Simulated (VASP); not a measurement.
A run of VASP 6.6.1 is set up as follows.

Contents of INCAR:

```
SYSTEM = Yb
PREC = Accurate ; ENCUT = 520
EDIFF = 1E-7 ; ISMEAR = -1
SIGMA = 0.1 ; LREAL = .FALSE.
LASPH = .TRUE. ; NELM = 150
ALGO = Normal ; ISIF = 2
LWAVE = .FALSE. ; LCHARG = .FALSE.
ISPIN = 2 ; MAGMOM = 0.25
LORBIT = 11 ; NUPDOWN = 0.25
LMAXMIX = 6 ; LDAU = .TRUE.
LDAUTYPE = 2 ; LDAUL = 3
LDAUU = 5.2 ; LDAUJ = 0
LDAUPRINT = 1 ; GGA = PE
NBANDS = 22
```

KPOINTS

```
regular mesh
0
G
  10 10 10
  0 0 0
```

File POSCAR:

```
Yb
1.0
    0.0000000000      2.7431000000      2.7431000000
    2.7431000000      0.0000000000      2.7431000000
    2.7431000000      2.7431000000      0.0000000000
Yb
1
Direct
    0.0000000000      0.0000000000      0.0000000000
```

Potentials or basis: VASP PAW PBE potentials, release 64 (Yb).

Launch:

```console
$ cat potpaw_PBE.64/Yb/POTCAR > POTCAR
$ mpirun -np 1 vasp_std > vasp.out
```

Task: Predict the pressure.

Result: -0.2 GPa.

Eigenvalues of the final occupation matrices:
```tsv
site	spin	trace	eigenvalues
site 1 f	1	6.91	0.98 0.99 0.99 0.99 0.99 0.99 0.99
site 1 f	2	6.91	0.98 0.99 0.99 0.99 0.99 0.99 0.99
```

Caveat: spin-orbit coupling is left out, which moves the levels of the heavy elements; the total moment is fixed, so each spin has its own Fermi level and the state may be an excited one. The state reached can hang on the start; a lower one may exist.
